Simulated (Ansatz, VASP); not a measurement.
# Os2Rh in VASP and in Ansatz

```
Os Rh
1.0
     2.69232    0.00000    0.00000
     0.00000    8.15132    0.00000
     0.00000    0.00000    3.87689
Os Rh
4 2
Cartesian
  1.3462 6.7537 1.9384
  2.6923 5.4732 0.0000
  1.3462 1.3976 1.9384
  0.0000 2.6781 0.0000
  1.3462 4.0757 1.9384
  0.0000 0.0000 0.0000
```

Alike in both runs: functional PBE; k mesh 4 × 4 × 6; occupations gaussian, width 0.1 eV; no spin polarisation.

Ansatz relaxed the structure, and its values are those at the end. VASP's run is a single point on that final structure, the one shown.

```csv
,VASP,Ansatz
version,VASP 6.6.1,Ansatz 0.2.0
potentials or method,"VASP PAW PBE potentials, release 64 (Os, Rh_pv), cutoff 520 eV","scalar-relativistic, plane waves, PAW"
valence electrons in the cell,62,98
```

Ansatz gave:

- gap on the k mesh at the Fermi level (eV): none
- pressure (GPa): 0.0
- rms of the force components (eV/Å): 0.000

Q: Which values does VASP return?

A: gap on the k mesh at the Fermi level (eV): none; pressure (GPa): 0.0; rms of the force components (eV/Å): 0.005.

A gap of «none» marks a metal or a gap that the smearing closes. The functional is the same, so the differences come from potentials, cutoffs and numerics. VASP's potentials hold 62 valence electrons a cell and Ansatz's 98, so a difference there can come from the potentials and not from the codes.

The k mesh is coarse, so the values compare programs but aren't converged. Spin-orbit coupling is off throughout.
